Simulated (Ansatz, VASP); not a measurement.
AlN: VASP beside Ansatz

```
CELL_PARAMETERS angstrom
3.11358 0.00000 0.00000
-1.55679 2.69644 0.00000
0.00000 0.00000 4.98313
ATOMIC_POSITIONS crystal
Al 0.33333 0.66667 0.96460
Al 0.66667 0.33333 0.46460
N 0.33333 0.66667 0.41740
N 0.66667 0.33333 0.91740
```

Change from the starting cell: polar distortion scaled by 0.40.

Alike in both runs: task single point; functional LDA; k mesh 9 × 9 × 6; no spin polarisation.

```csv
,VASP,Ansatz
version,VASP 6.6.1,Ansatz 0.2.0
potentials or method,"VASP PAW LDA potentials, release 64 (Al, N), cutoff 520 eV","scalar-relativistic, plane waves, PAW"
occupations,"gaussian, width 0.01 eV",fixed
valence electrons in the cell,16,16
```

Ansatz gave:

| Quantity | Value |
| --- | --- |
| gap on the k mesh at the Fermi level (eV) | 3.08 |
| least direct gap on the mesh (eV) | 3.08 |
| pressure (GPa) | 0.8 |
| traceless stress, the component that is largest in VASP (GPa) | -15.60 |
| rms of the force components (eV/Å) | 0.671 |

Estimate VASP's values.

gap on the k mesh at the Fermi level (eV): 3.09; least direct gap on the mesh (eV): 3.09; pressure (GPa): 1.5; traceless stress, the component that is largest in VASP (GPa): -16.31; rms of the force components (eV/Å): 0.684.

Ansatz warns that its potentials were made for another functional, while VASP's fit it. LDA's correlation is that of Perdew and Zunger in VASP and of Perdew and Wang (1992) in Ansatz. Atom by atom the forces differ by 0.013 eV/Å (rms over components).
